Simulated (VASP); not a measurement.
# RbBr (Fm-3m) in VASP: a series of runs

The runs below take RbBr through single point, with PBEsol.

All numbers are computed with VASP 6.6.1; they aren't measurements. Logs are shortened: lines on timing, memory, paths and dates and some standing lists are left out, and cuts for length are marked.

### Step 1. The cell of the first run

The structure is cubic, space group Fm-3m (No. 225). The conventional cell has a = 6.280 Å, b = 6.280 Å, c = 6.280 Å, α = 90.00°, β = 90.00°, γ = 90.00°. Rb (site symmetry m-3m) has 6 Br at 3.14 Å within 4.1 Å. Within 4.1 Å of Br (site symmetry m-3m) lie 6 Rb at 3.14 Å.

### Step 2. Single point, PBEsol

The input, INCAR:

```
PREC = Accurate
ENCUT = 520
EDIFF = 1E-6
ISMEAR = 0
SIGMA = 0.01
LREAL = F
LASPH = T
NELM = 60
ALGO = Normal
ISIF = 2
LWAVE = F
LCHARG = F
GGA = PS
NBANDS = 15
```

The input, KPOINTS:

```
regular mesh
0
Gamma
  6 6 6
```

The input, POSCAR:

```
RbBr
1.0
    0.0000000000      3.1401919685      3.1401919685
    3.1401919685      0.0000000000      3.1401919685
    3.1401919685      3.1401919685      0.0000000000
Rb Br
1 1
Direct
    0.0000000000      0.0000000000      0.0000000000
    0.5000000000      0.5000000000      0.5000000000
```

Potentials or basis: VASP PAW PBE potentials, release 64 (Rb_sv, Br).

On the command line:

```console
> cat potpaw_PBE.64/Rb_sv/POTCAR potpaw_PBE.64/Br/POTCAR > POTCAR
> mpirun -np 1 vasp_std > vasp.out
```

OUTCAR:

```text
PREC = Accurate
   ENCUT = 520
   EDIFF = 1E-6
   ISMEAR = 0
   LREAL = F
   LASPH = T
   NELM = 60
   ISIF = 2
   GGA = PS

 ion  position               nearest neighbor table
   1  0.000  0.000  0.000-   2 3.14   2 3.14   2 3.14   2 3.14   2 3.14   2 3.14
   2  0.500  0.500  0.500-   1 3.14   1 3.14   1 3.14   1 3.14   1 3.14   1 3.14

  LATTYP: Found a face centered cubic cell.
 ALAT       =     6.2803839370

  Lattice vectors:

 A1 = (   0.0000000000,   3.1401919685,   3.1401919685)
 A2 = (   3.1401919685,   0.0000000000,   3.1401919685)
 A3 = (   3.1401919685,   3.1401919685,   0.0000000000)

Analysis of symmetry for initial positions (statically):
=====================================================================
 Subroutine PRICEL returns:
 Original cell was already a primitive cell.

 Routine SETGRP: Setting up the symmetry group for a
 face centered cubic supercell.

 Subroutine GETGRP returns: Found 48 space group operations
 (whereof 48 operations were pure point group operations)
 out of a pool of 48 trial point group operations.

The static configuration has the point symmetry O_h .

Analysis of symmetry for dynamics (positions and initial velocities):
=====================================================================
 Subroutine PRICEL returns:
 Original cell was already a primitive cell.

 Routine SETGRP: Setting up the symmetry group for a
 face centered cubic supercell.

 Subroutine GETGRP returns: Found 48 space group operations
 (whereof 48 operations were pure point group operations)
 out of a pool of 48 trial point group operations.

The dynamic configuration has the point symmetry O_h .

 Subroutine INISYM returns: Found 48 space group operations
 (whereof 48 operations are pure point group operations),
 and found     1 'primitive' translations

----------------------------------------------------------------------------------------

                                     Primitive cell

  volume of cell :      61.9296

  direct lattice vectors                    reciprocal lattice vectors
     0.000000000  3.140191968  3.140191968    -0.159225934  0.159225934  0.159225934
     3.140191968  0.000000000  3.140191968     0.159225934 -0.159225934  0.159225934
     3.140191968  3.140191968  0.000000000     0.159225934  0.159225934 -0.159225934

  length of vectors
     4.440902070  4.440902070  4.440902070     0.275787408  0.275787408  0.275787408

  position of ions in fractional coordinates (direct lattice)
     0.000000000  0.000000000  0.000000000
     0.500000000  0.500000000  0.500000000

  ion indices of the primitive-cell ions
   primitive index   ion index
                 1           1
                 2           2

----------------------------------------------------------------------------------------

 KPOINTS: regular mesh

Automatic generation of k-mesh.
 Grid dimensions read from file:
 generate k-points for:    6    6    6

 Generating k-lattice:

  Cartesian coordinates                     Fractional coordinates (reciprocal lattice)
    -0.026537656  0.026537656  0.026537656     0.166666667  0.000000000  0.000000000
     0.026537656 -0.026537656  0.026537656     0.000000000  0.166666667  0.000000000
     0.026537656  0.026537656 -0.026537656     0.000000000  0.000000000  0.166666667

  Length of vectors
     0.045964568  0.045964568  0.045964568

  Shift w.r.t. Gamma in fractional coordinates (k-lattice)
     0.000000000  0.000000000  0.000000000

 Subroutine IBZKPT returns following result:
 ===========================================

 Found     16 irreducible k-points:

 Following reciprocal coordinates:
            Coordinates               Weight
  0.000000  0.000000  0.000000      1.000000
  0.166667  0.000000  0.000000      8.000000
  0.333333  0.000000  0.000000      8.000000
  0.500000  0.000000  0.000000      4.000000
  0.166667  0.166667  0.000000      6.000000
  0.333333  0.166667  0.000000     24.000000
[... 8 lines left out ...]
 -0.333333  0.333333  0.166667     24.000000
 -0.333333  0.500000  0.166667     12.000000
   k-points           NKPTS =     16   k-points in BZ     NKDIM =     16   number of bands    NBANDS=     15
   number of dos      NEDOS =    301   number of ions     NIONS =      2
   total plane-waves  NPLWV =  46656
   dimension x,y,z NGX =    36 NGY =   36 NGZ =   36
   dimension x,y,z NGXF=    72 NGYF=   72 NGZF=   72
   ions per type =               1   1
   NGX,Y,Z   is equivalent  to a cutoff of  13.48, 13.48, 13.48 a.u.
   NGXF,Y,Z  is equivalent  to a cutoff of  26.95, 26.95, 26.95 a.u.
 SYSTEM =  unknown system
   PREC   = accura    normal or accurate (medium, high low for compatibility)
   ISTART =      0    job   : 0-new  1-cont  2-samecut
   ICHARG =      2    charge: 1-file 2-atom 10-const
   ISPIN  =      1    spin polarized calculation?
   LNONCOLLINEAR =      F non collinear calculations
   LSORBIT =      F    spin-orbit coupling
   LASPH  =      T    aspherical Exc in radial PAW
   ENCUT  =  520.0 eV  38.22 Ry    6.18 a.u.   8.26  8.26  8.26*2*pi/ulx,y,z
   NELM   =     60;   NELMIN=  2; NELMDL= -5     # of ELM steps
   EDIFF  = 0.1E-05   stopping-criterion for ELM
   LREAL  =      F    real-space projection
   EDIFFG = 0.1E-04   stopping-criterion for IOM
   NSW    =      0    number of steps for IOM
   IBRION =     -1    ionic relax: 0-MD 1-quasi-New 2-CG
   NFREE  =      0    steps in history (QN), initial steepest desc. (CG)
   ISIF   =      2    stress and relaxation
   ISYM   =      2    0-nonsym 1-usesym 2-fastsym
   POTIM  = 0.5000    time-step for ionic-motion
   TEBEG  =    0.0;   TEEND  =   0.0 temperature during run
   PSTRESS=    0.0 pullay stress
   NELECT =      16.0000    total number of electrons
   NUPDOWN=      -1.0000    fix difference up-down
   EMIN   =  10.00;   EMAX   =-10.00  energy-range for DOS
   EFERMI =   0.00;   METHOD = LEGACY
   ISMEAR =     0;   SIGMA  =   0.01  broadening in eV -4-tet -1-fermi 0-gaus
   EFERMI_NEDOS =   21; number of points for ismear=-14 and -15
   IALGO  =     38    algorithm
   IMIX   =      4    mixing-type and parameters
     AMIX     =   0.40;   BMIX     =  1.00
     AMIX_MAG =   1.60;   BMIX_MAG =  1.00
  volume/ion in A,a.u.               =      30.96       208.96
  Fermi-wavevector in a.u.,A,eV,Ry     =   1.042674  1.970369 14.791839  1.087169
  Thomas-Fermi vector in A             =   2.177350
   LORBIT       =      0    0 simple, 1 ext, 2 COOP (PROOUT), +10 PAW based schemes
   GGA     = PS    functional components
   LHFCALC =     F    Hartree Fock is set to
   AEXX    =    0.0000 exact exchange contribution
   IVDW    =     0    specifies the selected vdW correction
   LEPSILON=     F    determine dielectric tensor
   LRPA    =     F    only Hartree local field effects (RPA)
 non-spin polarized calculation
 Gauss-broadening in eV      SIGMA  =   0.01
  energy-cutoff  :      520.00
  volume of cell :       61.93
 maximum number of plane-waves:      1687
 NGX is ok and might be reduce to    36
   NGX = 17   NGY = 17   NGZ = 17

 number of electron      15.9999998 magnetization

 Free energy of the ion-electron system (eV)
  ---------------------------------------------------
  ext. energy  EPLUGINS =         0.00000000
  ---------------------------------------------------
  free energy    TOTEN  =        -6.04174833 eV

  energy without entropy =       -6.04174833  energy(sigma->0) =       -6.04174833

 E-fermi :  -0.5640     XC(G=0):  -8.5463

 val. band max:       -0.6257305725   @ k =   0.0000   0.0000   0.0000
 cond. band min:       4.2951442617   @ k =   0.0000   0.0000   0.0000
 fundamental gap:      4.9208748342
 Fermi energy:        -0.5640006630

 k-point     1 :       0.0000    0.0000    0.0000
  band No.  band energies     occupation
      1     -24.5686      2.00000
      2     -13.1668      2.00000
      3      -8.6796      2.00000
      4      -8.6796      2.00000
      5      -8.6796      2.00000
      6      -0.6257      2.00000
      7      -0.6257      2.00000
      8      -0.6257      2.00000
      9       4.2951      0.00000
     10       6.4527      0.00000
     11       6.4527      0.00000
     12       6.4527      0.00000
     13       7.5782      0.00000
     14       7.5782      0.00000
     15      10.6025      0.00000

 k-point     2 :       0.1667    0.0000    0.0000
  band No.  band energies     occupation
      1     -24.5587      2.00000
      2     -13.2110      2.00000
      3      -8.6814      2.00000
      4      -8.6814      2.00000
      5      -8.6306      2.00000
      6      -1.1276      2.00000
      7      -0.8217      2.00000
      8      -0.8217      2.00000
      9       5.1360      0.00000
     10       6.3685      0.00000
     11       6.8808      0.00000
     12       6.8808      0.00000
     13       8.2086      0.00000
     14       8.2086      0.00000
     15      11.8805      0.00000

 k-point     3 :       0.3333    0.0000    0.0000
  band No.  band energies     occupation
      1     -24.5388      2.00000
      2     -13.2974      2.00000
      3      -8.6846      2.00000
      4      -8.6846      2.00000
      5      -8.5326      2.00000
      6      -1.8941      2.00000
      7      -1.1709      2.00000
      8      -1.1709      2.00000
      9       6.1838      0.00000
     10       7.2030      0.00000
     11       8.0831      0.00000
     12       8.0831      0.00000
     13       9.7480      0.00000
     14       9.7480      0.00000
     15      12.4456      0.00000
[... 199 lines left out ...]
 k-point    15 :      -0.3333    0.3333    0.1667
  band No.  band energies     occupation
      1     -24.5206      2.00000
      2     -13.2103      2.00000
      3      -8.9561      2.00000
      4      -8.9250      2.00000
      5      -8.5940      2.00000
      6      -1.6389      2.00000
      7      -1.1125      2.00000
      8      -1.0736      2.00000
      9       6.5146      0.00000
     10       6.7299      0.00000
     11       8.9573      0.00000
     12       9.1272      0.00000
     13      10.3955      0.00000
     14      11.4594      0.00000
     15      11.6411      0.00000

 k-point    16 :      -0.3333    0.5000    0.1667
  band No.  band energies     occupation
      1     -24.5181      2.00000
      2     -13.1445      2.00000
      3      -9.1166      2.00000
      4      -8.9600      2.00000
      5      -8.6684      2.00000
      6      -1.3133      2.00000
      7      -1.0527      2.00000
      8      -0.9021      2.00000
      9       5.3581      0.00000
     10       7.7519      0.00000
     11       8.2403      0.00000
     12       9.2835      0.00000
     13      10.2468      0.00000
     14      11.2162      0.00000
     15      12.0699      0.00000

------------------------ aborting loop because EDIFF is reached ----------------------------------------

  FORCE on cell =-STRESS in cart. coord.  units (eV):
  Direction    XX          YY          ZZ          XY          YZ          ZX
  --------------------------------------------------------------------------------------
  -------------------------------------------------------------------------------------
  Total        2.7449842      2.7449842      2.7449842     -0.0000000      0.0000000      0.0000000
  in kB       71.0152851     71.0152851     71.0152851     -0.0000000      0.0000000      0.0000000
  external PRESSURE =      71.0152851 kB  Pullay stress =       0.0000000 kB

 VOLUME and BASIS-vectors are now :
 -----------------------------------------------------------------------------
  energy-cutoff  :      520.00
  volume of cell :       61.93
      direct lattice vectors                 reciprocal lattice vectors
     0.000000000  3.140191968  3.140191968    -0.159225934  0.159225934  0.159225934
     3.140191968  0.000000000  3.140191968     0.159225934 -0.159225934  0.159225934
     3.140191968  3.140191968  0.000000000     0.159225934  0.159225934 -0.159225934

 POSITION                                       TOTAL-FORCE (eV/Angst)
 -----------------------------------------------------------------------------------
      0.00000      0.00000      0.00000         0.000000      0.000000      0.000000
      3.14019      3.14019      3.14019         0.000000      0.000000      0.000000
 -----------------------------------------------------------------------------------
    total drift:                                0.000000      0.000000      0.000000

  FREE ENERGIE OF THE ION-ELECTRON SYSTEM (eV)
  ---------------------------------------------------
  free  energy   TOTEN  =        -6.0417483278 eV

  energy  without entropy=       -6.0417483278  energy(sigma->0) =       -6.04174833
```

Wall time 11 s (1 thread of Intel Xeon 6975P-C (Granite Rapids), shared host); peak memory 0.2 GiB.

Results:

```yaml
Free_energy: -6.0417 eV
Pressure: 7.1 GPa
Band_gap_on_the_k_mesh: 4.92 eV, direct
```

Caveat: the PAW data sets were made with another functional, which shifts forces and pressure a little. As with any semilocal functional, this PBEsol gap is likely too small.

(Part 1 of 2 ends here.)
